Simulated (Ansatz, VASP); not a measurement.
## In5Sb: VASP beside Ansatz

```
In Sb
1.0
     0.00000    4.43871    4.43871
     4.43871    0.00000    4.43871
     4.43871    4.43871    0.00000
In Sb
5 1
Direct
  0.50000 0.50000 0.50000
  0.87502 0.87502 0.87502
  0.87502 0.87502 0.37494
  0.87502 0.37494 0.87502
  0.37494 0.87502 0.87502
  0.25000 0.25000 0.25000
```

Alike in both runs: functional PBE; k mesh 4 × 4 × 4; occupations gaussian, width 0.1 eV; no spin polarisation.

Ansatz relaxed the structure, and its values are those at the end. VASP's run is a single point on that final structure, the one shown.

```csv
,VASP,Ansatz
version,VASP 6.6.1,Ansatz 0.2.0
potentials or method,"VASP PAW PBE potentials, release 64 (In_d, Sb), cutoff 520 eV","scalar-relativistic, plane waves, PAW"
valence electrons in the cell,70,80
```

```csv
,VASP,Ansatz,Ansatz less VASP
gap on the k mesh at the Fermi level (eV),none,none,-
pressure (GPa),0.2,0.2,+0.04
rms of the force components (eV/Å),0.009,0.009,-0.0001
```

A gap of «none» marks a metal or a gap that the smearing closes. With one functional, cell and mesh, what is left measures potentials, basis and numerics. VASP's potentials hold 70 valence electrons a cell and Ansatz's 80, so a difference there can come from the potentials and not from the codes.

Spin-orbit coupling is off throughout.
